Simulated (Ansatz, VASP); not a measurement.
**One calculation of SiC, two programs**

POSCAR

```
SiC
1.0
    3.1251771838      0.0000000000      0.0000000000
   -1.5625885919      2.7064828325      0.0000000000
    0.0000000000      0.0000000000      5.1298880975
Si C
2 2
Direct
    0.3333333333      0.6666666667      0.4995446057
    0.6666666667      0.3333333333      0.9995446057
    0.3333333333      0.6666666667      0.8754553943
    0.6666666667      0.3333333333      0.3754553943
```

Contents of INCAR.step1:

```
SYSTEM = SiC
ALGO = Normal ; EDIFF = 1E-4
ENCUT = 520 ; GGA = PE
ISMEAR = 0 ; LASPH = .True.
LCHARG = .False. ; LREAL = .False.
LWAVE = .True. ; NBANDS = 16
NELM = 100 ; PREC = Accurate
SIGMA = 0.01
```

INCAR.step2

```
SYSTEM = SiC
ALGO = Normal ; EDIFF = 1E-6
ENCUT = 520 ; ISIF = 2
ISMEAR = 0 ; ISTART = 1
LASPH = .True. ; LCHARG = .False.
LMIXTAU = .True. ; LREAL = .False.
LWAVE = .False. ; METAGGA = R2SCAN
NBANDS = 16 ; NELM = 100
PREC = Accurate ; SIGMA = 0.01
```

Contents of KPOINTS:

```
k-points
0
Gamma
  12 12 6
  0 0 0
```

Input for Ansatz:

```yaml
crystal:
  lattice:
    - [3.1251771838, 0.0, 0.0]
    - [-1.5625885919, 2.7064828325, 0.0]
    - [0.0, 0.0, 5.1298880975]
  atoms:
    - { symbol: Si, position: [0.3333333333, 0.6666666667, 0.4995446057] }
    - { symbol: Si, position: [0.6666666667, 0.3333333333, 0.9995446057] }
    - { symbol: C, position: [0.3333333333, 0.6666666667, 0.8754553943] }
    - { symbol: C, position: [0.6666666667, 0.3333333333, 0.3754553943] }
kpoints:
  mp_grid: { grid: [12, 12, 6] }
  band_path:
    path:
      - [0.0, 0.0, 0.0]
      - [0.5, 0.0, 0.0]
      - [0.3333333333, 0.3333333333, 0.0]
      - [0.0, 0.0, 0.5]
      - [0.5, 0.0, 0.5]
      - [0.3333333333, 0.3333333333, 0.5]
    npoints: 1
hamiltonian:
  xc: r2scan
scf:
  occupations: { method: fixed }
  n_extra_bands: 5
output:
  forces: true
  stress: true
  eigenvalues: true
```

Change from the starting cell: hydrostatic strain +1.6%.

Alike in both runs: task single point; functional r2SCAN; k mesh 12 × 12 × 6; no spin polarisation.

```csv
,VASP,Ansatz
version,VASP 6.6.1,Ansatz 0.2.0
potentials or method,"VASP PAW PBE potentials, release 64 (Si, C)","plane waves, PAW"
plane-wave cutoff (eV),520,500
occupations,"gaussian, width 0.01 eV",fixed
valence electrons in the cell,16,16
```

|  | VASP | Ansatz | Ansatz less VASP |
| --- | --- | --- | --- |
| gap on the k mesh at the Fermi level (eV) | 2.73 | 2.72 | -0.006 |
| pressure (GPa) | -10.1 | -10.0 | +0.14 |
| traceless stress, the component that is largest in VASP (GPa) | 0.18 | 0.17 | -0.010 |

VASP's potentials were made for PBE, not for r2SCAN.
